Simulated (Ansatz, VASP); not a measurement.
One calculation of Hf, two programs

INCAR

```
SYSTEM = Hf
PREC     = Accurate       ! precision mode
ENCUT    = 520            ! plane-wave cutoff, eV
EDIFF    = 1E-7           ! SCF threshold, eV
ISMEAR   = 0              ! smearing method
SIGMA    = 0.15           ! smearing width, eV
LREAL    = .False.        ! projectors in reciprocal space
LASPH    = .True.         ! aspherical terms in the spheres
NELM     = 60             ! most SCF steps
ALGO     = Normal         ! electronic algorithm
ISIF     = 2              ! what is computed and relaxed
LWAVE    = .False.        ! write WAVECAR
LCHARG   = .False.        ! write CHGCAR
GGA      = PS             ! functional
NBANDS   = 11             ! bands
```

Contents of KPOINTS:

```
regular mesh
0
Gamma
  18 18 18
  0 0 0
```

POSCAR

```
Hf
1.0
   -1.8050000000      1.8050000000      1.7779250000
    1.8050000000     -1.8050000000      1.7779250000
    1.8050000000      1.8050000000     -1.7779250000
Hf
1
Direct
    0.0000000000      0.0000000000      0.0000000000
```

Input for Ansatz:

```yaml
crystal:
  lattice:
    - [-1.805, 1.805, 1.777925]
    - [1.805, -1.805, 1.777925]
    - [1.805, 1.805, -1.777925]
  atoms:
    - { symbol: Hf, position: [0.0, 0.0, 0.0] }
basis:
  ecutwfc: 420
kpoints:
  mp_grid: { grid: [18, 18, 18] }
hamiltonian:
  xc: pbesol
scf:
  occupations: { method: gaussian, width: 0.15 }
output:
  forces: true
  stress: true
  eigenvalues: true
  write_density: true
  write_potential: true
  elf: true
  volumetric_format: npy
```

Change from the starting cell: strain +0.000 along x and y, -0.015 along z, atoms carried along.

Alike in both runs: task single point; functional PBEsol; k mesh 18 × 18 × 18; occupations gaussian, width 0.15 eV; no spin polarisation.

```csv
,VASP,Ansatz
version,VASP 6.6.1,Ansatz 0.2.0
potentials or method,"VASP PAW PBE potentials, release 64 (Hf_pv), cutoff 520 eV","scalar-relativistic, plane waves, PAW"
valence electrons in the cell,10,26
```

|  | VASP | Ansatz | Ansatz less VASP |
| --- | --- | --- | --- |
| gap on the k mesh at the Fermi level (eV) | none | none | - |
| pressure (GPa) | -8.1 | -7.8 | +0.31 |
| traceless stress, the component that is largest in VASP (GPa) | -0.46 | -0.44 | +0.015 |

VASP's potentials were made for PBE, not for PBEsol. A gap of «none» marks a metal or a gap that the smearing closes. VASP's potentials hold 10 valence electrons a cell and Ansatz's 26, so a difference there can come from the potentials and not from the codes.

Spin-orbit coupling is off throughout.
